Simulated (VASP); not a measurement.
## Pd: single point with LDA

Crystal: Pd.

```
CELL_PARAMETERS angstrom
0.00000 1.97211 1.97211
1.97211 0.00000 1.97211
1.97211 1.97211 0.00000
ATOMIC_POSITIONS crystal
Pd 0.00000 0.00000 0.00000
```

```yaml
Program: VASP 6.6.1
Task: single point
Functional: LDA
Potentials_or_basis: VASP PAW LDA potentials, release 64 (Pd)
Cutoff: 520 eV
k_mesh: 12 × 12 × 12
Occupations: fermi-dirac, width 0.05 eV
Spin: non-collinear spin, zero start, spin-orbit coupling
Starting_moments: "[[0.0, 0.0, 0.0]] μB"
```

The pressure is -14.6 GPa, the net moment is 0.00 μB per cell and the valence electrons inside the program's atomic spheres are Pd 9.36.

Moments on the atoms (μB; x, y, z):
```
Pd  0.00 0.00 0.00
```

Run time: 80 s on 1 thread of Intel(R) Xeon(R) Platinum 8259CL CPU @ 2.50GHz (Skylake/Cascade Lake), on a shared host, peak memory 0.19 GiB.
